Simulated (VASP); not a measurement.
Os, 2 atoms in the cell. Symmetry: P6_3/mmc, No. 194, hexagonal system. Conventional cell: a = 2.625 Å, b = 2.625 Å, c = 4.134 Å, α = 90.00°, β = 90.00°, γ = 120.00°. Os (site symmetry -6m2) has 12 Os at 2.56 to 2.63 Å within 3.4 Å. 

| Quantity | Value |
| --- | --- |
| Program | VASP 6.6.1 |
| Task | single point |
| Functional | r2SCAN |
| Potentials or basis | VASP PAW PBE potentials, release 64 (Os) |
| Cutoff | 520 eV |
| k mesh | 22 × 22 × 12 |
| Occupations | fermi-dirac, width 0.1 eV |
| Spin | no spin polarisation |
| Dipole correction | no |
| Further INCAR settings | ALGO = Normal; EDIFF = 1e-06; NBANDS = 15 |

Potentials or basis: VASP PAW PBE potentials, release 64 (Os).

Launch:

```console
$ cat potpaw_PBE.64/Os/POTCAR > POTCAR
$ cp INCAR.step1 INCAR
$ mpirun -np 1 vasp_std > vasp.out
$ cp INCAR.step2 INCAR
$ mpirun -np 1 vasp_std > vasp.out
```

Hardware: 1 thread of Intel(R) Xeon(R) Platinum 8488C (Sapphire Rapids), on a shared host.

**Question.** Estimate the wall time of this run.

**Answer.** It took 4.8 min on 1 thread of Intel(R) Xeon(R) Platinum 8488C (Sapphire Rapids), with other jobs on the host, peak memory 0.24 GiB. Counts: k points 364.
